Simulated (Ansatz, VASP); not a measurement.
**TiIn4: VASP beside Ansatz**

File INCAR:

```
  ALGO = Normal
  EDIFF = 1E-6
  EDIFFG = -0.04
  ENCUT = 600
  GGA = PE
  IBRION = 2
  ISIF = 3
  ISMEAR = 0
  LASPH = T
  LCHARG = F
  LREAL = F
  LWAVE = F
  NELM = 100
  NSW = 90
  PREC = Accurate
  SIGMA = 0.1
```

File KPOINTS:

```
k-points
0
Gamma
  4 4 4
```

POSCAR

```
TiIn4
1.0
   -3.1997158800      3.1997158800      2.9932880400
    3.1997158800     -3.1997158800      2.9932880400
    3.1997158800      3.1997158800     -2.9932880400
Ti In
1 4
Direct
    0.5000000000      0.5000000000      0.0000000000
    0.0000000000      0.7340611300      0.7340611300
    0.0000000000      0.2659388700      0.2659388700
    0.7340611300      0.0000000000      0.7340611300
    0.2659388700      0.0000000000      0.2659388700
```

Input for Ansatz:

```yaml
crystal:
  lattice:
    - [-3.19971588, 3.19971588, 2.99328804]
    - [3.19971588, -3.19971588, 2.99328804]
    - [3.19971588, 3.19971588, -2.99328804]
  atoms:
    - { symbol: Ti, position: [0.5, 0.5, 0.0] }
    - { symbol: In, position: [0.0, 0.73406113, 0.73406113] }
    - { symbol: In, position: [0.0, 0.26593887, 0.26593887] }
    - { symbol: In, position: [0.73406113, 0.0, 0.73406113] }
    - { symbol: In, position: [0.26593887, 0.0, 0.26593887] }
basis:
  ecutwfc: 420
kpoints:
  mp_grid: { grid: [4, 4, 4] }
hamiltonian:
  xc: pbe
scf:
  occupations: { method: gaussian, width: 0.1 }
  lower_state_search: "off"
output:
  forces: true
  stress: true
  eigenvalues: true
relax:
  adjacent_minimum: "off"
  f_tol: 0.04
  max_steps: 70
  cell: { stress_tol: 0.4 }
```

Alike in both runs: task relaxation of cell and atoms; functional PBE; k mesh 4 × 4 × 4; occupations gaussian, width 0.1 eV; no spin polarisation.

```csv
,VASP,Ansatz
version,VASP 6.6.1,Ansatz 0.2.0
potentials or method,"VASP PAW PBE potentials, release 64 (Ti_sv, In_d), cutoff 600 eV","scalar-relativistic, plane waves, PAW"
valence electrons in the cell,64,64
```

```csv
,VASP,Ansatz,Ansatz less VASP
"gap on the k mesh at the Fermi level, each at its own relaxed structure (eV)",none,none,-
relaxed volume (Å³/atom),25.53,25.69,+0.158
relaxed cell length with the largest relative difference (Å),6.716,6.739,+0.0234
```

A gap of «none» marks a metal or a gap that the smearing closes.
